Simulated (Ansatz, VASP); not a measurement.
# One calculation of Si2W3, two programs

```
Si W
1.0
     6.54953    0.00000    0.00000
     0.00000    6.54953    0.00000
     0.00000    0.00000    3.27491
Si W
4 6
Cartesian
  0.8781 4.1529 0.0000
  5.6714 2.3966 0.0000
  4.1529 5.6714 0.0000
  2.3966 0.8781 0.0000
  3.2748 3.2748 0.0000
  0.0000 0.0000 0.0000
  4.3218 1.0470 1.6375
  2.2278 5.5025 1.6375
  1.0470 2.2278 1.6375
  5.5025 4.3218 1.6375
```

Change from the starting cell: strain -0.0050 x Voigt [1, 1, 0, 0, 0, 0], atoms carried along.

Alike in both runs: task single point; functional PBEsol; k mesh 6 × 6 × 12; occupations gaussian, width 0.15 eV; no spin polarisation.

|  | VASP | Ansatz |
| --- | --- | --- |
| version | VASP 6.6.1 | Ansatz 0.2.0 |
| potentials or method | VASP PAW PBE potentials, release 64 (Si, W_sv), cutoff 520 eV | scalar-relativistic, plane waves, PAW |
| valence electrons in the cell | 100 | 100 |

|  | VASP | Ansatz | Ansatz less VASP |
| --- | --- | --- | --- |
| gap on the k mesh at the Fermi level (eV) | none | none | - |
| pressure (GPa) | 3.3 | 2.8 | -0.47 |
| traceless stress, the component that is largest in VASP (GPa) | -0.39 | -0.41 | -0.015 |
| rms of the force components (eV/Å) | 0.031 | 0.032 | +0.0009 |

VASP's potentials were made for PBE, not for PBEsol. Atom by atom the forces differ by 0.003 eV/Å (rms over components). A gap of «none» marks a metal or a gap that the smearing closes.

Spin-orbit coupling is off throughout.
